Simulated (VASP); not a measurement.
# Nb3WC4 (P-3m1) in VASP: single point with PBE

Aim: the single point of Nb3WC4 with PBE.

Everything below comes from runs of VASP 6.6.1. Logs are shortened: lines on timing, memory, paths and dates and some standing lists are left out, and cuts for length are marked.

## 1. The cell of the first run

It takes space group P-3m1 (No. 164, trigonal). Conventional cell: a = 3.065 Å, b = 3.065 Å, c = 11.339 Å, α = 90.00°, β = 90.00°, γ = 120.00°. Nb (site symmetry -3m) has 6 C at 2.27 Å and 8 Nb at 2.84 to 3.07 Å within 3.1 Å. Nb (site symmetry 3m) has 6 C at 2.27 to 2.30 Å and 1 W at 2.83 Å and 7 Nb at 2.84 to 3.07 Å within 3.1 Å. Within 2.9 Å of W (site symmetry -3m) lie 6 C at 2.23 Å and 2 Nb at 2.83 Å. Within 2.9 Å of C (site symmetry 3m) lie 3 W at 2.23 Å and 3 Nb at 2.30 Å. Within 3.1 Å of C (site symmetry 3m) lie 6 Nb at 2.27 Å and 6 C at 3.07 Å.

The cell was built from a structure type or drawn by symmetry, and may not be a known phase.

## 2. Single point, PBE

Input file INCAR:

```
PREC     = Accurate       # precision mode
ENCUT    = 600            # plane-wave cutoff, eV
EDIFF    = 1E-6           # SCF threshold, eV
ISMEAR   = 0              # smearing method
SIGMA    = 0.2            # smearing width, eV
LREAL    = F              # projectors in reciprocal space
LASPH    = T              # aspherical terms in the spheres
NELM     = 120            # most SCF steps
ALGO     = Normal         # electronic algorithm
ISIF     = 2              # what is computed and relaxed
LWAVE    = F              # write WAVECAR
LCHARG   = F              # write CHGCAR
GGA      = PE             # functional
NBANDS   = 44             # bands
GGA_COMPAT= F
```

Input file KPOINTS:

```
regular mesh
0
Gamma
  5 5 2
```

Input file POSCAR:

```
Nb3WC4
1.0
    3.0650473290     -0.0000000025      0.0000000000
   -1.5325236624      2.6544088520      0.0000000000
    0.0000000000      0.0000000000     11.3392953704
Nb W C
3 1 4
Direct
    0.0000000000      0.0000000000      0.5000000000
    0.0000000000      0.0000000000      0.2497035147
    0.0000000000      0.0000000000      0.7502964853
    0.0000000000      0.0000000000      0.0000000000
    0.3333333333      0.6666666667      0.8804940521
    0.3333333333      0.6666666667      0.3747945477
    0.6666666667      0.3333333333      0.1195059479
    0.6666666667      0.3333333333      0.6252054523
```

Potentials or basis: VASP PAW PBE potentials, release 64 (Nb_sv, W_sv, C).

Started as:

```
cat potpaw_PBE.64/Nb_sv/POTCAR potpaw_PBE.64/W_sv/POTCAR potpaw_PBE.64/C/POTCAR > POTCAR
mpirun -np 1 vasp_std > vasp.out
```

OUTCAR:

```text
PREC = Accurate
   ENCUT = 600
   EDIFF = 1E-6
   ISMEAR = 0
   LREAL = F
   LASPH = T
   NELM = 120
   ISIF = 2
   GGA = PE

 ion  position               nearest neighbor table
   1  0.000  0.000  0.500-   6 2.27   8 2.27   8 2.27   6 2.27   8 2.27   6 2.27   2 2.84   3 2.84

   2  0.000  0.000  0.250-   6 2.27   6 2.27   6 2.27   7 2.30   7 2.30   7 2.30   4 2.83   1 2.84

   3  0.000  0.000  0.750-   8 2.27   8 2.27   8 2.27   5 2.30   5 2.30   5 2.30   4 2.83   1 2.84

   4  0.000  0.000  0.000-   5 2.23   7 2.23   7 2.23   5 2.23   7 2.23   5 2.23   2 2.83   3 2.83

   5  0.333  0.667  0.880-   4 2.23   4 2.23   4 2.23   3 2.30   3 2.30   3 2.30
   6  0.333  0.667  0.375-   2 2.27   2 2.27   2 2.27   1 2.27   1 2.27   1 2.27
   7  0.667  0.333  0.120-   4 2.23   4 2.23   4 2.23   2 2.30   2 2.30   2 2.30
   8  0.667  0.333  0.625-   3 2.27   3 2.27   3 2.27   1 2.27   1 2.27   1 2.27

  LATTYP: Found a hexagonal cell.
 ALAT       =     3.0650473290
 C/A-ratio  =     3.6995498448

  Lattice vectors:

 A1 = (   3.0650473290,  -0.0000000025,   0.0000000000)
 A2 = (  -1.5325236624,   2.6544088520,   0.0000000000)
 A3 = (   0.0000000000,   0.0000000000,  11.3392953704)

Analysis of symmetry for initial positions (statically):
=====================================================================
 Subroutine PRICEL returns:
 Original cell was already a primitive cell.

 Routine SETGRP: Setting up the symmetry group for a
 hexagonal supercell.

 Subroutine GETGRP returns: Found 12 space group operations
 (whereof 12 operations were pure point group operations)
 out of a pool of 24 trial point group operations.

The static configuration has the point symmetry D_3d.

Analysis of symmetry for dynamics (positions and initial velocities):
=====================================================================
 Subroutine PRICEL returns:
 Original cell was already a primitive cell.

 Routine SETGRP: Setting up the symmetry group for a
 hexagonal supercell.

 Subroutine GETGRP returns: Found 12 space group operations
 (whereof 12 operations were pure point group operations)
 out of a pool of 24 trial point group operations.

The dynamic configuration has the point symmetry D_3d.

 Subroutine INISYM returns: Found 12 space group operations
 (whereof 12 operations are pure point group operations),
 and found     1 'primitive' translations

----------------------------------------------------------------------------------------

                                     Primitive cell

  volume of cell :      92.2552

  direct lattice vectors                    reciprocal lattice vectors
     3.065047329 -0.000000003  0.000000000     0.326259236  0.188365857  0.000000000
    -1.532523662  2.654408852  0.000000000     0.000000000  0.376731716  0.000000000
     0.000000000  0.000000000 11.339295370     0.000000000  0.000000000  0.088188901

  length of vectors
     3.065047329  3.065047329 11.339295370     0.376731716  0.376731716  0.088188901

  position of ions in fractional coordinates (direct lattice)
     0.000000000  0.000000000  0.500000000
     0.000000000  0.000000000  0.249703515
     0.000000000  0.000000000  0.750296485
     0.000000000  0.000000000  0.000000000
     0.333333333  0.666666667  0.880494052
     0.333333333  0.666666667  0.374794548
     0.666666667  0.333333333  0.119505948
     0.666666667  0.333333333  0.625205452

  ion indices of the primitive-cell ions
   primitive index   ion index
                 1           1
                 2           2
                 3           3
                 4           4
                 5           5
                 6           6
                 7           7
                 8           8

----------------------------------------------------------------------------------------

 KPOINTS: regular mesh

Automatic generation of k-mesh.
 Grid dimensions read from file:
 generate k-points for:    5    5    2

 Generating k-lattice:

  Cartesian coordinates                     Fractional coordinates (reciprocal lattice)
     0.065251847  0.037673171  0.000000000     0.200000000  0.000000000  0.000000000
     0.000000000  0.075346343  0.000000000    -0.000000000  0.200000000  0.000000000
     0.000000000  0.000000000  0.044094451     0.000000000  0.000000000  0.500000000

  Length of vectors
     0.075346343  0.075346343  0.044094451

  Shift w.r.t. Gamma in fractional coordinates (k-lattice)
     0.000000000  0.000000000  0.000000000

 Subroutine IBZKPT returns following result:
 ===========================================

 Found     10 irreducible k-points:

 Following reciprocal coordinates:
            Coordinates               Weight
  0.000000  0.000000  0.000000      1.000000
  0.200000  0.000000  0.000000      6.000000
  0.400000  0.000000  0.000000      6.000000
  0.200000  0.200000  0.000000      6.000000
  0.400000  0.200000  0.000000      6.000000
  0.000000  0.000000  0.500000      1.000000
  0.200000  0.000000  0.500000      6.000000
  0.400000  0.000000  0.500000      6.000000
  0.200000  0.200000  0.500000      6.000000
  0.400000  0.200000  0.500000      6.000000
   k-points           NKPTS =     10   k-points in BZ     NKDIM =     10   number of bands    NBANDS=     44
   number of dos      NEDOS =    301   number of ions     NIONS =      8
   total plane-waves  NPLWV =  55296
   dimension x,y,z NGX =    24 NGY =   24 NGZ =   96
   dimension x,y,z NGXF=    48 NGYF=   48 NGZF=  192
   ions per type =               3   1   4
   NGX,Y,Z   is equivalent  to a cutoff of  13.02, 13.02, 14.07 a.u.
   NGXF,Y,Z  is equivalent  to a cutoff of  26.03, 26.03, 28.15 a.u.
 SYSTEM =  unknown system
   PREC   = accura    normal or accurate (medium, high low for compatibility)
   ISTART =      0    job   : 0-new  1-cont  2-samecut
   ICHARG =      2    charge: 1-file 2-atom 10-const
   ISPIN  =      1    spin polarized calculation?
   LNONCOLLINEAR =      F non collinear calculations
   LSORBIT =      F    spin-orbit coupling
   LASPH  =      T    aspherical Exc in radial PAW
   ENCUT  =  600.0 eV  44.10 Ry    6.64 a.u.   6.12  6.12 22.65*2*pi/ulx,y,z
   NELM   =    120;   NELMIN=  2; NELMDL= -5     # of ELM steps
   EDIFF  = 0.1E-05   stopping-criterion for ELM
   LREAL  =      F    real-space projection
   EDIFFG = 0.1E-04   stopping-criterion for IOM
   NSW    =      0    number of steps for IOM
   IBRION =     -1    ionic relax: 0-MD 1-quasi-New 2-CG
   NFREE  =      0    steps in history (QN), initial steepest desc. (CG)
   ISIF   =      2    stress and relaxation
   ISYM   =      2    0-nonsym 1-usesym 2-fastsym
   POTIM  = 0.5000    time-step for ionic-motion
   TEBEG  =    0.0;   TEEND  =   0.0 temperature during run
   PSTRESS=    0.0 pullay stress
   NELECT =      69.0000    total number of electrons
   NUPDOWN=      -1.0000    fix difference up-down
   EMIN   =  10.00;   EMAX   =-10.00  energy-range for DOS
   EFERMI =   0.00;   METHOD = LEGACY
   ISMEAR =     0;   SIGMA  =   0.20  broadening in eV -4-tet -1-fermi 0-gaus
   EFERMI_NEDOS =   21; number of points for ismear=-14 and -15
   IALGO  =     38    algorithm
   IMIX   =      4    mixing-type and parameters
     AMIX     =   0.40;   BMIX     =  1.00
     AMIX_MAG =   1.60;   BMIX_MAG =  1.00
  volume/ion in A,a.u.               =      11.53        77.82
  Fermi-wavevector in a.u.,A,eV,Ry     =   1.486030  2.808189 30.045534  2.208284
  Thomas-Fermi vector in A             =   2.599367
   LORBIT       =      0    0 simple, 1 ext, 2 COOP (PROOUT), +10 PAW based schemes
   GGA     = PE    functional components
   LHFCALC =     F    Hartree Fock is set to
   AEXX    =    0.0000 exact exchange contribution
   IVDW    =     0    specifies the selected vdW correction
   LEPSILON=     F    determine dielectric tensor
   LRPA    =     F    only Hartree local field effects (RPA)
 non-spin polarized calculation
 Gauss-broadening in eV      SIGMA  =   0.20
  energy-cutoff  :      600.00
  volume of cell :       92.26
 maximum number of plane-waves:      3102
   NGX = 13   NGY = 13   NGZ = 45

 number of electron      69.0000005 magnetization

 Free energy of the ion-electron system (eV)
  ---------------------------------------------------
  ext. energy  EPLUGINS =         0.00000000
  ---------------------------------------------------
  free energy    TOTEN  =       -81.15375737 eV

  energy without entropy =      -81.05041544  energy(sigma->0) =      -81.10208640

 E-fermi :  10.9453     XC(G=0): -12.9570

 val. band max:       10.8870557751   @ k =   0.4000   0.2000   0.5000
 cond. band min:      11.0045089200   @ k =   0.0000   0.0000   0.5000
 fundamental gap:      0.1174531449
 Fermi energy:        10.9452632159

 k-point     1 :       0.0000    0.0000    0.0000
  band No.  band energies     occupation
      1     -63.4291      2.00000
      2     -44.0618      2.00000
      3     -43.9880      2.00000
      4     -43.9628      2.00000
      5     -27.5951      2.00000
      6     -27.4723      2.00000
[... 36 lines left out ...]
     43      12.2497      0.00000
     44      14.3916      0.00000

 k-point     2 :       0.2000    0.0000    0.0000
  band No.  band energies     occupation
      1     -63.4194      2.00000
      2     -44.0270      2.00000
      3     -43.9540      2.00000
      4     -43.9293      2.00000
      5     -27.6388      2.00000
      6     -27.5668      2.00000
[... 36 lines left out ...]
     43      13.6621      0.00000
     44      14.1709      0.00000

 k-point     3 :       0.4000    0.0000    0.0000
  band No.  band energies     occupation
      1     -63.4037      2.00000
      2     -43.9701      2.00000
      3     -43.8982      2.00000
      4     -43.8744      2.00000
      5     -27.8993      2.00000
      6     -27.5731      2.00000
[... 318 lines left out ...]
     43      15.0047      0.00000
     44      15.0191      0.00000

 k-point    10 :       0.4000    0.2000    0.5000
  band No.  band energies     occupation
      1     -63.3989      2.00000
      2     -43.9524      2.00000
      3     -43.8807      2.00000
      4     -43.8576      2.00000
      5     -27.8872      2.00000
      6     -27.6872      2.00000
[... 36 lines left out ...]
     43      15.1029      0.00000
     44      15.3264      0.00000

------------------------ aborting loop because EDIFF is reached ----------------------------------------

  FORCE on cell =-STRESS in cart. coord.  units (eV):
  Direction    XX          YY          ZZ          XY          YZ          ZX
  --------------------------------------------------------------------------------------
  -------------------------------------------------------------------------------------
  Total       -0.0881278     -0.0881278     -0.1693575      0.0000000     -0.0000000     -0.0000000
  in kB       -1.5304971     -1.5304971     -2.9411964      0.0000000     -0.0000000     -0.0000000
  external PRESSURE =      -2.0007302 kB  Pullay stress =       0.0000000 kB

 VOLUME and BASIS-vectors are now :
 -----------------------------------------------------------------------------
  energy-cutoff  :      600.00
  volume of cell :       92.26
      direct lattice vectors                 reciprocal lattice vectors
     3.065047329 -0.000000003  0.000000000     0.326259236  0.188365857  0.000000000
    -1.532523662  2.654408852  0.000000000     0.000000000  0.376731716  0.000000000
     0.000000000  0.000000000 11.339295370     0.000000000  0.000000000  0.088188901

 POSITION                                       TOTAL-FORCE (eV/Angst)
 -----------------------------------------------------------------------------------
      0.00000      0.00000      5.66965        -0.000000      0.000000      0.000000
      0.00000      0.00000      2.83146        -0.000000     -0.000000      0.036769
      0.00000      0.00000      8.50783         0.000000     -0.000000     -0.036769
      0.00000      0.00000      0.00000        -0.000000      0.000000      0.000000
      0.00000      1.76961      9.98418        -0.000000      0.000000     -0.035238
      0.00000      1.76961      4.24991        -0.000000      0.000000     -0.000624
      1.53252      0.88480      1.35511         0.000000     -0.000000      0.035238
      1.53252      0.88480      7.08939         0.000000      0.000000      0.000624
 -----------------------------------------------------------------------------------
    total drift:                               -0.000000      0.000000      0.000000

  FREE ENERGIE OF THE ION-ELECTRON SYSTEM (eV)
  ---------------------------------------------------
  free  energy   TOTEN  =       -81.1537573698 eV

  energy  without entropy=      -81.0504154391  energy(sigma->0) =      -81.10208640
```

It took 2.5 min on 1 thread of AMD EPYC 7R13, shared host; peak memory 0.21 GiB.

Results:

| Property | Result |
| --- | --- |
| Free energy | -81.1538 eV |
| Pressure | -0.2 GPa |
| Largest force | 0.037 eV/Å |
| Band gap on the k mesh | zero (an odd number of electrons rules out a gap without spin polarisation) |

Forces in eV/Å, atoms in the order of the input:
```
Nb   0.000  0.000  0.000
Nb   0.000  0.000  0.037
Nb   0.000  0.000 -0.037
W    0.000  0.000  0.000
C    0.000  0.000 -0.035
C    0.000  0.000 -0.001
C    0.000  0.000  0.035
C    0.000  0.000  0.001
```

Stress tensor (GPa, compression positive):
```
-0.15  0.00  0.00
 0.00 -0.15  0.00
 0.00  0.00 -0.29
```

Levels at points of the mesh, in eV from the Fermi level:
| k point | band 30 | band 31 | band 32 | band 33 | band 34 | band 35 | band 36 | band 37 | band 38 | band 39 |
| --- | --- | --- | --- | --- | --- | --- | --- | --- | --- | --- |
| (0.00, 0.00, 0.00) | -2.20 | -0.17 | -0.17 | -0.14 | 0.12 | 0.12 | 0.92 | 0.92 | 0.96 | 0.96 |
| (0.00, 0.00, 0.50) | -1.36 | -1.01 | -1.01 | -0.07 | 0.06 | 0.06 | 0.12 | 0.65 | 0.65 | 1.59 |

Caveat: the k points lie up to 0.47 Å⁻¹ apart, too coarse for converged energies and pressures of a metal; spin-orbit coupling is left out, which moves the levels of the heavy elements.
